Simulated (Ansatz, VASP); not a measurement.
Given: the input of a run of VASP 6.6.1 on CuO.

INCAR

```
SYSTEM = CuO
ALGO = Normal
EDIFF = 1E-6
ENCUT = 700
GGA = RP
GGA_COMPAT = .False.
ISIF = 2
ISMEAR = -1
LASPH = .True.
LCHARG = .False.
LREAL = .False.
LWAVE = .False.
NBANDS = 33
NELM = 120
PREC = Accurate
SIGMA = 0.05
```

KPOINTS

```
k-points
0
Gamma
  10 10 5
  0 0 0
```

File POSCAR:

```
CuO
1.0
    2.3289133814     -1.7019001459      0.0000000000
    2.3289133814      1.7019001459      0.0000000000
   -0.8547742332      0.0000000000      5.0254824872
Cu O
2 2
Direct
    0.0032000000      0.4968000000      0.0000000000
    0.4968000000      0.0032000000      0.5000000000
    0.5714000000      0.4056000000      0.2537000000
    0.4056000000      0.5714000000      0.7537000000
```

Potentials or basis: VASP PAW PBE potentials, release 64 (Cu_sv_GW, O).

Command:

```sh
$ cat potpaw_PBE.64/Cu_sv_GW/POTCAR potpaw_PBE.64/O/POTCAR > POTCAR
$ mpirun -np 1 vasp_std > vasp.out
```

Q: Translate it to Ansatz 0.2.0. Potentials there: Ansatz PAW.

A: As run (the cutoff follows the program's own potentials):

Contents of input.yaml:

```yaml
crystal:
  lattice:
    - [2.3289133814, -1.7019001459, 0.0]
    - [2.3289133814, 1.7019001459, 0.0]
    - [-0.8547742332, 0.0, 5.0254824872]
  atoms:
    - { symbol: Cu, position: [0.0032, 0.4968, 0.0] }
    - { symbol: Cu, position: [0.4968, 0.0032, 0.5] }
    - { symbol: O, position: [0.5714, 0.4056, 0.2537] }
    - { symbol: O, position: [0.4056, 0.5714, 0.7537] }
hamiltonian:
  xc: rpbe
  pseudopotentials: { kind: paw }
kpoints:
  mp_grid: { grid: [10, 10, 5] }
scf:
  occupations: { method: fermi_dirac, width: 0.05 }
output:
  forces: true
  stress: true
  eigenvalues: true
```

Potentials or basis: Ansatz PAW.

Run with:

```sh
$ ansatz run input.yaml --threads 2 --pin off --max-ram 5632MiB --backend cpu --events-out ev --progress --plain --runs-dir out
```

Both were run:

|  | VASP | Ansatz | Ansatz less VASP |
| --- | --- | --- | --- |
| gap on the k mesh at the Fermi level (eV) | none | none | - |
| pressure (GPa) | 12.3 | 15.4 | +3.05 |
| traceless stress, the component that is largest in VASP (GPa) | -2.75 | -2.79 | -0.045 |
| rms of the force components (eV/Å) | 0.470 | 0.468 | -0.0027 |

VASP's potentials were made for PBE, not for RPBE. Atom by atom the forces differ by 0.004 eV/Å (rms over components). A gap of «none» marks a metal or a gap that the smearing closes.
